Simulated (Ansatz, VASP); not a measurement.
## Se: VASP beside Ansatz

File INCAR:

```
SYSTEM = Se
  ALGO = Normal
  EDIFF = 1E-7
  ENCUT = 520
  GGA = PE
  ISIF = 2
  ISMEAR = -1
  LASPH = .TRUE.
  LCHARG = .TRUE.
  LELF = .TRUE.
  LREAL = .FALSE.
  LVHAR = .TRUE.
  LWAVE = .FALSE.
  NBANDS = 16
  NELM = 80
  PREC = Accurate
  SIGMA = 0.03
```

The input KPOINTS:

```
k-points
0
G
  6 6 5
  0 0 0
```

The input POSCAR:

```
Se
1.0
    4.2788759499      0.0000000000      0.0000000000
   -2.1394379750      3.7056152723      0.0000000000
    0.0000000000      0.0000000000      4.9536000000
Se
3
Direct
    0.2254000000      0.0000000000      0.3333333333
    0.0000000000      0.2254000000      0.6666666667
    0.7746000000      0.7746000000      0.0000000000
```

Input for Ansatz:

```yaml
crystal:
  lattice:
    - [4.2788759499, 0.0, 0.0]
    - [-2.139437975, 3.7056152723, 0.0]
    - [0.0, 0.0, 4.9536]
  atoms:
    - { symbol: Se, position: [0.2254, 0.0, 0.3333333333] }
    - { symbol: Se, position: [0.0, 0.2254, 0.6666666667] }
    - { symbol: Se, position: [0.7746, 0.7746, 0.0] }
kpoints:
  mp_grid: { grid: [6, 6, 5] }
  band_path:
    path:
      - [0.0, 0.0, 0.0]
      - [0.5, 0.0, 0.0]
      - [0.3333333333, 0.3333333333, 0.0]
      - [0.0, 0.0, 0.0]
      - [0.0, 0.0, 0.5]
      - [0.5, 0.0, 0.5]
      - [0.3333333333, 0.3333333333, 0.5]
      - [0.0, 0.0, 0.5]
      - [0.5, 0.0, 0.5]
    npoints: 5
scf:
  occupations: { method: fermi_dirac, width: 0.03 }
hamiltonian:
  xc: pbe
  pseudopotentials: { kind: all_electron, lapw: { basis_error: 0.001 } }
output:
  forces: true
  stress: true
  eigenvalues: true
```

Change from the starting cell: equal xx and yy strain of -2 %.

Alike in both runs: task single point; functional PBE; k mesh 6 × 6 × 5; occupations fermi-dirac, width 0.03 eV; no spin polarisation.

```csv
,VASP,Ansatz
version,VASP 6.6.1,Ansatz 0.2.0
potentials or method,"VASP PAW PBE potentials, release 64 (Se), cutoff 520 eV","all-electron LAPW, scalar-relativistic"
```

Ansatz gave:

```
gap on the k mesh at the Fermi level (eV)                     : 1.33
pressure (GPa)                                                : 5.0
traceless stress, the component that is largest in VASP (GPa) : 1.62
rms of the force components (eV/Å)                            : 0.456
```

Task: Which values does VASP return?

Result: gap on the k mesh at the Fermi level (eV): 1.32; pressure (GPa): 5.1; traceless stress, the component that is largest in VASP (GPa): 1.69; rms of the force components (eV/Å): 0.481.

Atom by atom the forces differ by 0.026 eV/Å (rms over components). Ansatz ran all-electron here, and VASP with PAW potentials.
